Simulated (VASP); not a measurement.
Here is a VASP 6.6.1 calculation.

The input INCAR:

```
PREC = Accurate
ENCUT = 520
EDIFF = 1E-7
ISMEAR = -1
SIGMA = 0.05
LREAL = F
LASPH = T
NELM = 100
ALGO = Normal
ISIF = 2
LWAVE = F
LCHARG = F
NBANDS = 18
```

Contents of KPOINTS:

```
Automatic mesh
0
Gamma
  7 7 4
```

File POSCAR:

```
Sc
1.0
    3.2315741760      0.0000000000      0.0000000000
   -1.6157870880      2.7986253306      0.0000000000
    0.0000000000      0.0000000000      4.9815614326
Sc
2
Direct
    0.3333333333      0.6666666667      0.2500000000
    0.6666666667      0.3333333333      0.7500000000
```

Potentials or basis: VASP PAW LDA potentials, release 64 (Sc_sv).

Command:

```sh
$ cat potpaw_LDA.64/Sc_sv/POTCAR > POTCAR
$ mpirun -np 1 vasp_std > vasp.out
```

Problem. What does it give for the band gap on the k mesh?

Solution. Zero (band 11 reaches 5.04 eV, above the bottom of band 12 at 3.48 eV).

Problem. Predict the pressure.

Solution. 0.1 GPa.
